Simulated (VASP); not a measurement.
# Mg (Fm-3m) in VASP: a series of runs

Runs on Mg. Level: PBE. Tasks: relaxation of cell and atoms.

Everything below comes from runs of VASP 6.6.1. Logs are shortened: lines on timing, memory, paths and dates and some standing lists are left out, and cuts for length are marked.

## Step 1: The cell of the first run

Symmetry: Fm-3m, No. 225, cubic system. The conventional cell has a = 3.583 Å, b = 3.583 Å, c = 3.583 Å, α = 90.00°, β = 90.00°, γ = 90.00°. Within 3.3 Å of Mg (site symmetry m-3m) lie 12 Mg at 2.53 Å.

This isn't the form of Mg at room conditions, which is hcp.

## Step 2: Relaxation of cell and atoms, PBE, target pressure 94 GPa, at which the enthalpy is minimised

The input, INCAR:

```
SYSTEM = Mg
PREC     = Accurate       ! precision mode
ENCUT    = 600            ! plane-wave cutoff, eV
EDIFF    = 1E-6           ! SCF threshold, eV
ISMEAR   = -1             ! smearing method
SIGMA    = 0.1            ! smearing width, eV
LREAL    = .False.        ! projectors in reciprocal space
LASPH    = .True.         ! aspherical terms in the spheres
NELM     = 100            ! most SCF steps
ALGO     = Normal         ! electronic algorithm
ISIF     = 3              ! what is computed and relaxed
LWAVE    = .False.        ! write WAVECAR
LCHARG   = .False.        ! write CHGCAR
GGA      = PE             ! functional
IBRION   = 2              ! ionic algorithm
NSW      = 60             ! ionic steps
EDIFFG   = -0.005         ! ionic threshold
PSTRESS  = 940.0
```

The input, KPOINTS:

```
Automatic mesh
0
Gamma
  18 18 18
  0 0 0
```

The input, POSCAR:

```
Mg
1.0
    0.0000000000      1.7914560781      1.7914560781
    1.7914560781      0.0000000000      1.7914560781
    1.7914560781      1.7914560781      0.0000000000
Mg
1
Direct
    0.0000000000      0.0000000000      0.0000000000
```

Potentials or basis: VASP PAW PBE potentials, release 64 (Mg).

Command:

```console
> cat potpaw_PBE.64/Mg/POTCAR > POTCAR
> mpirun -np 1 vasp_std > vasp.out
```

OUTCAR:

```text
SYSTEM = Mg
   PREC = Accurate
   ENCUT = 600
   EDIFF = 1E-6
   ISMEAR = -1
   LREAL = .False.
   LASPH = .True.
   NELM = 100
   ISIF = 3
   GGA = PE
   IBRION = 2
   NSW = 60
   EDIFFG = -0.005
   PSTRESS = 940.0

 ion  position               nearest neighbor table
   1  0.000  0.000  0.000-

  LATTYP: Found a face centered cubic cell.
 ALAT       =     3.5829121562

  Lattice vectors:

 A1 = (   0.0000000000,   1.7914560781,   1.7914560781)
 A2 = (   1.7914560781,   0.0000000000,   1.7914560781)
 A3 = (   1.7914560781,   1.7914560781,   0.0000000000)

Analysis of symmetry for initial positions (statically):
=====================================================================
 Subroutine PRICEL returns:
 Original cell was already a primitive cell.

 Routine SETGRP: Setting up the symmetry group for a
 face centered cubic supercell.

 Subroutine GETGRP returns: Found 48 space group operations
 (whereof 48 operations were pure point group operations)
 out of a pool of 48 trial point group operations.

The static configuration has the point symmetry O_h .

Analysis of symmetry for dynamics (positions and initial velocities):
=====================================================================
 Subroutine PRICEL returns:
 Original cell was already a primitive cell.

 Routine SETGRP: Setting up the symmetry group for a
 face centered cubic supercell.

 Subroutine GETGRP returns: Found 48 space group operations
 (whereof 48 operations were pure point group operations)
 out of a pool of 48 trial point group operations.

The dynamic configuration has the point symmetry O_h .

 Subroutine INISYM returns: Found 48 space group operations
 (whereof 48 operations are pure point group operations),
 and found     1 'primitive' translations

----------------------------------------------------------------------------------------

                                     Primitive cell

  volume of cell :      11.4987

  direct lattice vectors                    reciprocal lattice vectors
     0.000000000  1.791456078  1.791456078    -0.279102573  0.279102573  0.279102573
     1.791456078  0.000000000  1.791456078     0.279102573 -0.279102573  0.279102573
     1.791456078  1.791456078  0.000000000     0.279102573  0.279102573 -0.279102573

  length of vectors
     2.533501482  2.533501482  2.533501482     0.483419836  0.483419836  0.483419836

  position of ions in fractional coordinates (direct lattice)
     0.000000000  0.000000000  0.000000000

[... 83 lines left out ...]
   POTIM  = 0.5000    time-step for ionic-motion
   TEBEG  =    0.0;   TEEND  =   0.0 temperature during run
   PSTRESS=  940.0 pullay stress
   NELECT =       2.0000    total number of electrons
   NUPDOWN=      -1.0000    fix difference up-down
   EMIN   =  10.00;   EMAX   =-10.00  energy-range for DOS
   EFERMI =   0.00;   METHOD = LEGACY
   ISMEAR =    -1;   SIGMA  =   0.10  broadening in eV -4-tet -1-fermi 0-gaus
   EFERMI_NEDOS =   21; number of points for ismear=-14 and -15
   IALGO  =     38    algorithm
   IMIX   =      4    mixing-type and parameters
     AMIX     =   0.40;   BMIX     =  1.00
     AMIX_MAG =   1.60;   BMIX_MAG =  1.00
  volume/ion in A,a.u.               =      11.50        77.60
  Fermi-wavevector in a.u.,A,eV,Ry     =   0.913837  1.726901 11.362195  0.835098
  Thomas-Fermi vector in A             =   2.038394
   LORBIT       =      0    0 simple, 1 ext, 2 COOP (PROOUT), +10 PAW based schemes
   GGA     = PE    functional components
   LHFCALC =     F    Hartree Fock is set to
   AEXX    =    0.0000 exact exchange contribution
   IVDW    =     0    specifies the selected vdW correction
   LEPSILON=     F    determine dielectric tensor
   LRPA    =     F    only Hartree local field effects (RPA)
 conjugate gradient relaxation of ions
 non-spin polarized calculation
  energy-cutoff  :      600.00
  volume of cell :       11.50
 maximum number of plane-waves:       392
   NGX = 11   NGY = 11   NGZ = 11

--------------------------------------- Ionic step        1  -------------------------------------------

 number of electron       2.0000000 magnetization

 Free energy of the ion-electron system (eV)
  ---------------------------------------------------
  ext. energy  EPLUGINS =         0.00000000
  ---------------------------------------------------
  free energy    TOTEN  =         0.45451409 eV

  energy without entropy =        0.46463989  energy(sigma->0) =        0.45957699

------------------------ aborting loop because EDIFF is reached ----------------------------------------

  FORCE on cell =-STRESS in cart. coord.  units (eV):
  Direction    XX          YY          ZZ          XY          YZ          ZX
  --------------------------------------------------------------------------------------
  -------------------------------------------------------------------------------------
  Total        6.8805174      6.8805174      6.8805174      0.0000000      0.0000000     -0.0000000
  in kB      958.7010222    958.7010222    958.7010222      0.0000000      0.0000000     -0.0000000
  external PRESSURE =      18.7010222 kB  Pullay stress =     940.0000000 kB
[... 61 lines left out ...]
--------------------------------------- Ionic step        3  -------------------------------------------

 number of electron       2.0000000 magnetization

 Free energy of the ion-electron system (eV)
  ---------------------------------------------------
  ext. energy  EPLUGINS =         0.00000000
  ---------------------------------------------------
  free energy    TOTEN  =         0.41442947 eV

  energy without entropy =        0.42458505  energy(sigma->0) =        0.41950726

 E-fermi :   7.5024     XC(G=0): -10.9196

 val. band max:        7.4703715747   @ k =  -0.3889   0.2222   0.0556
 cond. band min:       7.5539825178   @ k =  -0.4444   0.4444   0.0000
 fundamental gap:      0.0836109431
 Fermi energy:         7.5023787097

 k-point     1 :       0.0000    0.0000    0.0000
  band No.  band energies     occupation
      1      -2.9160      2.00000
      2      24.7667      0.00000
      3      24.7667      0.00000
      4      24.7667      0.00000
      5      28.1944      0.00000
[... 177 lines left out ...]
 k-point    24 :      -0.2222    0.0556    0.0000
  band No.  band energies     occupation
      1      -0.8029      2.00000
      2      15.1278      0.00000
      3      22.0976      0.00000
      4      24.8618      0.00000
      5      28.4426      0.00000

 [... further k-points ...]

------------------------ aborting loop because EDIFF is reached ----------------------------------------

  FORCE on cell =-STRESS in cart. coord.  units (eV):
  Direction    XX          YY          ZZ          XY          YZ          ZX
  --------------------------------------------------------------------------------------
  -------------------------------------------------------------------------------------
  Total        6.7861729      6.7861729      6.7861729      0.0000000      0.0000000     -0.0000000
  in kB      940.0245240    940.0245240    940.0245240      0.0000000      0.0000000     -0.0000000
  external PRESSURE =       0.0245240 kB  Pullay stress =     940.0000000 kB
[... 20 lines left out ...]
  energy  without entropy=        0.4245850455  energy(sigma->0) =        0.41950726

  enthalpy is  TOTEN    =         7.2004253384 eV   P V=        6.7859958639

 reached required accuracy - stopping structural energy minimisation
```

OSZICAR:

```text
N       E                     dE             d eps       ncg     rms          rms(c)
DAV:   1     0.223568018914E+01    0.22357E+01   -0.10922E+03  2230   0.343E+02
DAV:   2     0.404467514582E+00   -0.18312E+01   -0.17840E+01  2720   0.264E+01
DAV:   3     0.395767654528E+00   -0.86999E-02   -0.85567E-02  2335   0.207E+00
DAV:   4     0.395746280150E+00   -0.21374E-04   -0.21372E-04  2400   0.789E-02
[... 13 lines left out ...]
       N       E                     dE             d eps       ncg     rms          rms(c)
DAV:   1     0.414401032972E+00    0.90101E-01   -0.26802E-03  2105   0.372E-01    0.199E-02
DAV:   2     0.414421482484E+00    0.20450E-04   -0.11845E-05  2255   0.315E-02    0.122E-02
DAV:   3     0.414429349216E+00    0.78667E-05   -0.28998E-06  2160   0.150E-02    0.672E-04
DAV:   4     0.414429474530E+00    0.12531E-06   -0.14188E-08  1090   0.844E-04
   3 F= 0.72004253E+01 E0= 0.72055031E+01  d E =-.390488E-03
```

Wall time 25 s (1 thread of Intel Xeon 8259CL, shared host); peak memory 0.14 GiB.

What came out:

```yaml
Free_energy: 0.4144 eV
Relaxed_volume: 11.57 Å³/atom
Relaxed_cell: a = 2.538 Å, b = 2.538 Å, c = 2.538 Å, α = 60.00°, β = 60.00°, γ = 60.00°
Space_group_after_relaxing_to_0.1_Å: Fm-3m (No. 225)
Energy_change_on_relaxing_the_run_minimises_the_enthalpy: -40.1 meV/atom
Ionic_steps: 3
Pressure_after_relaxing: 94.0 GPa
Band_gap_on_the_k_mesh: zero (bands 1 and 2 overlap by 2.88 eV)
```

The path:
```tsv
step	energy change (eV)	largest force (eV/Å)	pressure (GPa)	volume (Å³)
1	0.0000	0.0000	95.87	11.50
2	-0.1302	0.0000	89.83	11.72
3	-0.0401	0.0000	94.00	11.57
```

Final structure:
```
CELL_PARAMETERS angstrom
0.00000 1.79496 1.79496
1.79496 0.00000 1.79496
1.79496 1.79496 0.00000
ATOMIC_POSITIONS crystal
Mg 0.00000 0.00000 0.00000
```

Caveat: the cell is relaxed towards a set pressure, so the run minimises the enthalpy, not the energy.

## Step 3: Relaxation of cell and atoms, PBE, target pressure 94 GPa, at which the enthalpy is minimised

The input, INCAR:

```
SYSTEM = Mg
  PREC = Accurate
  ENCUT = 600
  EDIFF = 1E-7
  ISMEAR = -1
  SIGMA = 0.1
  LREAL = .False.
  LASPH = .True.
  NELM = 100
  ALGO = Normal
  ISIF = 3
  LWAVE = .False.
  LCHARG = .False.
  GGA = PE
  IBRION = 2
  NSW = 32
  EDIFFG = -0.005
  PSTRESS = 940.0
```

KPOINTS is that of step 2.

The input, POSCAR:

```
Mg
1.0
    0.0000000000      1.7916987739      1.7916987739
    1.7916987739      0.0000000000      1.7916987739
    1.7916987739      1.7916987739      0.0000000000
Mg
1
Direct
    0.0000000000      0.0000000000      0.0000000000
```

Potentials or basis: VASP PAW PBE potentials, release 64 (Mg).

Command:

```console
> cat potpaw_PBE.64/Mg/POTCAR > POTCAR
> mpirun -np 1 vasp_std > vasp.out
```

Run time: 27 s. Hardware: 1 thread of Intel Xeon 8259CL, shared host; peak memory 0.14 GiB.

It converged, with:

```yaml
Free_energy: 0.4145 eV
Relaxed_volume: 11.57 Å³/atom
Relaxed_cell: a = 2.538 Å, b = 2.538 Å, c = 2.538 Å, α = 60.00°, β = 60.00°, γ = 60.00°
Space_group_after_relaxing_to_0.1_Å: Fm-3m (No. 225)
Energy_change_on_relaxing_the_run_minimises_the_enthalpy: -37.3 meV/atom
Ionic_steps: 3
Pressure_after_relaxing: 94.0 GPa
Band_gap_on_the_k_mesh: zero (bands 1 and 2 overlap by 2.88 eV)
```

Step by step:
| step | energy change (eV) | largest force (eV/Å) | pressure (GPa) | volume (Å³) |
| --- | --- | --- | --- | --- |
| 1 | 0.0000 | 0.0000 | 95.74 | 11.50 |
| 2 | -0.1213 | 0.0000 | 90.11 | 11.71 |
| 3 | -0.0373 | 0.0000 | 94.01 | 11.57 |

Final structure:
```
Mg
1.0
     0.00000    1.79496    1.79496
     1.79496    0.00000    1.79496
     1.79496    1.79496    0.00000
Mg
1
Direct
  0.00000 0.00000 0.00000
```

Levels at points of the mesh, in eV from the Fermi level:
```csv
k point,band 1,band 2,band 3,band 4
"(0.00, 0.00, 0.00)",-10.42,17.26,17.26,17.26
"(0.50, 0.00, 0.00)",-2.88,-1.32,15.45,15.45
"(0.50, 0.50, 0.00)",-0.16,0.69,7.22,11.69
```

Caveat: the cell is relaxed towards a set pressure, so the run minimises the enthalpy, not the energy.
